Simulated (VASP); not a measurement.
# Mg in VASP: single point with PBEsol+D4

Aim: the single point of Mg with PBEsol+D4.

Program: VASP 6.6.1. These are calculated values, not measurements. Logs are shortened: lines on timing, memory, paths and dates and some standing lists are left out, and cuts for length are marked.

**1. The cell of the first run**

The cell holds a slab with vacuum, 3 atoms: a = 3.166 Å, b = 3.166 Å, c = 25.157 Å, α = 90.00°, β = 90.00°, γ = 120.00°.

**2. Single point, PBEsol+D4**

INCAR reads:

```
PREC     = Accurate       # precision mode
ENCUT    = 520            # plane-wave cutoff, eV
EDIFF    = 1E-6           # SCF threshold, eV
ISMEAR   = 1              # smearing method
SIGMA    = 0.1            # smearing width, eV
LREAL    = F              # projectors in reciprocal space
LASPH    = T              # aspherical terms in the spheres
NELM     = 120            # most SCF steps
ALGO     = Normal         # electronic algorithm
ISIF     = 2              # what is computed and relaxed
LWAVE    = F              # write WAVECAR
LCHARG   = F              # write CHGCAR
LDIPOL   = T            
IDIPOL   = 3            
DIPOL    = 0.5 0.5 0.377
GGA      = PS             # functional
IVDW     = 13             # dispersion correction
NBANDS   = 10             # bands
GGA_COMPAT= F            
NELMDL   = -8
```

KPOINTS reads:

```
Automatic mesh
0
Gamma
  12 12 1
```

POSCAR reads:

```
Mg
1.0
    3.1656574208      0.0000000000      0.0000000000
   -1.5828287104      2.7415397461      0.0000000000
    0.0000000000      0.0000000000     25.1567271206
Mg
3
Direct
    0.6666666667      0.3333333333      0.2782555921
    0.3333333333      0.6666666667      0.3779650378
    0.6666666667      0.3333333333      0.4760579354
```

Potentials or basis: VASP PAW PBE potentials, release 64 (Mg).

Started as:

```bash
> cat potpaw_PBE.64/Mg/POTCAR > POTCAR
> mpirun -np 1 vasp_std > vasp.out
```

OUTCAR:

```text
PREC = Accurate
   ENCUT = 520
   EDIFF = 1E-6
   ISMEAR = 1
   LREAL = F
   LASPH = T
   NELM = 120
   ISIF = 2
   GGA = PS
   IVDW = 13
   NELMDL = -8

 ion  position               nearest neighbor table
   1  0.667  0.333  0.278-   2 3.10   2 3.10   2 3.10
   2  0.333  0.667  0.378-   3 3.07   3 3.07   3 3.07   1 3.10   1 3.10   1 3.10
   3  0.667  0.333  0.476-   2 3.07   2 3.07   2 3.07

  LATTYP: Found a hexagonal cell.
 ALAT       =     3.1656574208
 C/A-ratio  =     7.9467623235

  Lattice vectors:

 A1 = (   3.1656574208,   0.0000000000,   0.0000000000)
 A2 = (  -1.5828287104,   2.7415397461,   0.0000000000)
 A3 = (   0.0000000000,   0.0000000000,  25.1567271206)

Analysis of symmetry for initial positions (statically):
=====================================================================
 Subroutine PRICEL returns:
 Original cell was already a primitive cell.

 Routine SETGRP: Setting up the symmetry group for a
 hexagonal supercell.

 Subroutine GETGRP returns: Found  6 space group operations
 (whereof  6 operations were pure point group operations)
 out of a pool of 24 trial point group operations.

The static configuration has the point symmetry C_3v.

Analysis of symmetry for dynamics (positions and initial velocities):
=====================================================================
 Subroutine PRICEL returns:
 Original cell was already a primitive cell.

 Routine SETGRP: Setting up the symmetry group for a
 hexagonal supercell.

 Subroutine GETGRP returns: Found  6 space group operations
 (whereof  6 operations were pure point group operations)
 out of a pool of 24 trial point group operations.

The dynamic configuration has the point symmetry C_3v.

 Subroutine INISYM returns: Found  6 space group operations
 (whereof  6 operations are pure point group operations),
 and found     1 'primitive' translations

----------------------------------------------------------------------------------------

                                     Primitive cell

  volume of cell :     218.3296

  direct lattice vectors                    reciprocal lattice vectors
     3.165657421  0.000000000  0.000000000     0.315890151  0.182379264  0.000000000
    -1.582828710  2.741539746  0.000000000     0.000000000  0.364758527  0.000000000
     0.000000000  0.000000000 25.156727121     0.000000000  0.000000000  0.039750799

  length of vectors
     3.165657421  3.165657421 25.156727121     0.364758527  0.364758527  0.039750799

  position of ions in fractional coordinates (direct lattice)
     0.666666667  0.333333333  0.278255592
     0.333333333  0.666666667  0.377965038
     0.666666667  0.333333333  0.476057935

  ion indices of the primitive-cell ions
   primitive index   ion index
                 1           1
                 2           2
                 3           3

----------------------------------------------------------------------------------------

 KPOINTS: Automatic mesh

Automatic generation of k-mesh.
 Grid dimensions read from file:
 generate k-points for:   12   12    1

 Generating k-lattice:

  Cartesian coordinates                     Fractional coordinates (reciprocal lattice)
     0.026324179  0.015198272  0.000000000     0.083333333 -0.000000000  0.000000000
     0.000000000  0.030396544  0.000000000     0.000000000  0.083333333  0.000000000
     0.000000000  0.000000000  0.039750799     0.000000000  0.000000000  1.000000000

  Length of vectors
     0.030396544  0.030396544  0.039750799

  Shift w.r.t. Gamma in fractional coordinates (k-lattice)
     0.000000000  0.000000000  0.000000000

 Subroutine IBZKPT returns following result:
 ===========================================

 Found     19 irreducible k-points:

 Following reciprocal coordinates:
            Coordinates               Weight
  0.000000  0.000000  0.000000      1.000000
  0.083333 -0.000000  0.000000      6.000000
  0.166667 -0.000000  0.000000      6.000000
  0.250000 -0.000000  0.000000      6.000000
  0.333333 -0.000000  0.000000      6.000000
  0.416667 -0.000000  0.000000      6.000000
[... 11 lines left out ...]
  0.333333  0.250000  0.000000     12.000000
  0.333333  0.333333  0.000000      2.000000
   k-points           NKPTS =     19   k-points in BZ     NKDIM =     19   number of bands    NBANDS=     10
   number of dos      NEDOS =    301   number of ions     NIONS =      3
   total plane-waves  NPLWV = 110592
   dimension x,y,z NGX =    24 NGY =   24 NGZ =  192
   dimension x,y,z NGXF=    48 NGYF=   48 NGZF=  384
   ions per type =               3
   NGX,Y,Z   is equivalent  to a cutoff of  12.60, 12.60, 12.69 a.u.
   NGXF,Y,Z  is equivalent  to a cutoff of  25.21, 25.21, 25.38 a.u.
 SYSTEM =  unknown system
   PREC   = accura    normal or accurate (medium, high low for compatibility)
   ISTART =      0    job   : 0-new  1-cont  2-samecut
   ICHARG =      2    charge: 1-file 2-atom 10-const
   ISPIN  =      1    spin polarized calculation?
   LNONCOLLINEAR =      F non collinear calculations
   LSORBIT =      F    spin-orbit coupling
   LASPH  =      T    aspherical Exc in radial PAW
   ENCUT  =  520.0 eV  38.22 Ry    6.18 a.u.   5.89  5.89 46.77*2*pi/ulx,y,z
   NELM   =    120;   NELMIN=  2; NELMDL= -8     # of ELM steps
   EDIFF  = 0.1E-05   stopping-criterion for ELM
   LREAL  =      F    real-space projection
   EDIFFG = 0.1E-04   stopping-criterion for IOM
   NSW    =      0    number of steps for IOM
   IBRION =     -1    ionic relax: 0-MD 1-quasi-New 2-CG
   NFREE  =      0    steps in history (QN), initial steepest desc. (CG)
   ISIF   =      2    stress and relaxation
   ISYM   =      2    0-nonsym 1-usesym 2-fastsym
   POTIM  = 0.5000    time-step for ionic-motion
   TEBEG  =    0.0;   TEEND  =   0.0 temperature during run
   PSTRESS=    0.0 pullay stress
   NELECT =       6.0000    total number of electrons
   NUPDOWN=      -1.0000    fix difference up-down
   EMIN   =  10.00;   EMAX   =-10.00  energy-range for DOS
   EFERMI =   0.00;   METHOD = LEGACY
   ISMEAR =     1;   SIGMA  =   0.10  broadening in eV -4-tet -1-fermi 0-gaus
   EFERMI_NEDOS =   21; number of points for ismear=-14 and -15
   IALGO  =     38    algorithm
   IMIX   =      4    mixing-type and parameters
     AMIX     =   0.40;   BMIX     =  1.00
     AMIX_MAG =   1.60;   BMIX_MAG =  1.00
  volume/ion in A,a.u.               =      72.78       491.12
  Fermi-wavevector in a.u.,A,eV,Ry     =   0.494031  0.933584  3.320731  0.244067
  Thomas-Fermi vector in A             =   1.498757
   LORBIT       =      0    0 simple, 1 ext, 2 COOP (PROOUT), +10 PAW based schemes
   GGA     = PS    functional components
   LHFCALC =     F    Hartree Fock is set to
   AEXX    =    0.0000 exact exchange contribution
   IVDW    =    13    specifies the selected vdW correction
   LEPSILON=     F    determine dielectric tensor
   LRPA    =     F    only Hartree local field effects (RPA)
 non-spin polarized calculation
 Methfessel and Paxton  Order N= 1 SIGMA  =   0.10
  energy-cutoff  :      520.00
  volume of cell :      218.33
 maximum number of plane-waves:      5908
 NGX is ok and might be reduce to    24
   NGX = 11   NGY = 11   NGZ = 93

 dipolmoment           0.000000      0.000000     -0.005571 electrons x Angstroem

 number of electron       6.0000000 magnetization

 dipolmoment           0.000000      0.000000      0.000042 electrons x Angstroem

 Free energy of the ion-electron system (eV)
  ---------------------------------------------------
  ext. energy  EPLUGINS =         0.00000000
  ---------------------------------------------------
  free energy    TOTEN  =        -4.44653080 eV

  energy without entropy =       -4.44714398  energy(sigma->0) =       -4.44673519

 E-fermi :  -1.7846     XC(G=0):  -3.3083

 val. band max:       -1.8173980339   @ k =   0.3333   0.3333   0.0000
 cond. band min:      -1.7584997835   @ k =   0.5000  -0.0000   0.0000
 fundamental gap:      0.0588982504
 Fermi energy:        -1.7846163672

 k-point     1 :       0.0000    0.0000    0.0000
  band No.  band energies     occupation
      1      -8.3566      2.00000
      2      -6.9617      2.00000
      3      -4.7383      2.00000
      4      -2.5373      2.00000
      5       0.1122     -0.00000
      6       1.5446      0.00000
      7       1.9727      0.00000
      8       2.8018      0.00000
      9       2.8509      0.00000
     10       4.5298      0.00000

 k-point     2 :       0.0833   -0.0000    0.0000
  band No.  band energies     occupation
      1      -8.2177      2.00000
      2      -6.8241      2.00000
      3      -4.6016      2.00000
      4      -2.4074      2.00000
      5       0.2436      0.00000
      6       1.6803      0.00000
      7       2.1101      0.00000
      8       2.9369      0.00000
      9       2.9860      0.00000
     10       4.6590      0.00000

 k-point     3 :       0.1667   -0.0000    0.0000
  band No.  band energies     occupation
      1      -7.8024      2.00000
      2      -6.4127      2.00000
      3      -4.1935      2.00000
      4      -2.0176      2.00479
      5       0.6308      0.00000
      6       2.0848      0.00000
      7       2.5206      0.00000
      8       3.3347      0.00000
      9       3.3862      0.00000
     10       4.8237      0.00000
[... 183 lines left out ...]
 k-point    18 :       0.3333    0.2500    0.0000
  band No.  band energies     occupation
      1      -3.3688      2.00000
      2      -2.0750      2.00032
      3      -1.8448      1.84187
      4      -0.4727     -0.00000
      5      -0.4271     -0.00000
      6       0.5036      0.00000
      7       1.3650      0.00000
      8       2.0328      0.00000
      9       2.2911      0.00000
     10       3.5204      0.00000

 k-point    19 :       0.3333    0.3333    0.0000
  band No.  band energies     occupation
      1      -2.0379      2.00200
      2      -2.0101      2.00645
      3      -1.8174      1.52317
      4      -1.0718     -0.00000
      5      -0.7579     -0.00000
      6       0.3427      0.00000
      7       1.2787      0.00000
      8       2.1384      0.00000
      9       2.1396      0.00000
     10       3.4336      0.00000

------------------------ aborting loop because EDIFF is reached ----------------------------------------

 vacuum level on the upper side and lower side of the slab       (xc-potential included)        -0.022        -0.021

  DFT-D4 for vdW energy calculation

  Edisp (eV):   -0.14860

  FORCE on cell =-STRESS in cart. coord.  units (eV):
  Direction    XX          YY          ZZ          XY          YZ          ZX
  --------------------------------------------------------------------------------------
  -------------------------------------------------------------------------------------
  Total      -0.58629    -0.58629     0.74320    -0.00000    -0.00000     0.00000
  in kB      -4.30242    -4.30242     5.45383    -0.00000    -0.00000     0.00000
  external pressure =       -1.05 kB  Pullay stress =        0.00 kB

 VOLUME and BASIS-vectors are now :
 -----------------------------------------------------------------------------
  energy-cutoff  :      520.00
  volume of cell :      218.33
      direct lattice vectors                 reciprocal lattice vectors
     3.165657421  0.000000000  0.000000000     0.315890151  0.182379264  0.000000000
    -1.582828710  2.741539746  0.000000000     0.000000000  0.364758527  0.000000000
     0.000000000  0.000000000 25.156727121     0.000000000  0.000000000  0.039750799

 POSITION                                       TOTAL-FORCE (eV/Angst)
 -----------------------------------------------------------------------------------
      1.58283      0.91385      7.00000        -0.000000     -0.000000     -0.115052
     -0.00000      1.82769      9.50836        -0.000000      0.000000     -0.069645
      1.58283      0.91385     11.97606         0.000000     -0.000000      0.184697
 -----------------------------------------------------------------------------------
    total drift:                                0.000000     -0.000000      0.000004

  FREE ENERGIE OF THE ION-ELECTRON SYSTEM (eV)
  ---------------------------------------------------
  free  energy   TOTEN  =        -4.5951319893 eV

  energy  without entropy=       -4.5957451696  energy(sigma->0) =       -4.59533638

 vacuum level on the upper side and lower side of the slab         1.970         1.977
```

It took 86 s on 1 thread of Intel Xeon 8259CL, shared host; peak memory 0.31 GiB.

Results:

```
Free energy                : -4.5951 eV
Largest force              : 0.185 eV/Å
Band gap on the k mesh     : zero (bands 3 and 4 overlap by 1.24 eV)
Dispersion energy per atom : -0.050 eV
```

Forces in eV/Å, atoms in the order of the input:
```
Mg   0.000  0.000 -0.115
Mg   0.000  0.000 -0.070
Mg   0.000  0.000  0.185
```

Levels at points of the mesh, in eV from the Fermi level:
```tsv
k point	band 1	band 2	band 3	band 4	band 5	band 6	band 7
(0.00, 0.00, 0.00)	-6.57	-5.18	-2.95	-0.75	1.90	3.33	3.76
(0.50, 0.00, 0.00)	-1.78	-1.65	-0.67	0.03	1.78	2.07	3.81
```

Caveat: the PAW data sets were made with another functional, which shifts forces and pressure a little.

The gap in the log of VASP goes by the Fermi energy; the results here count the filled bands.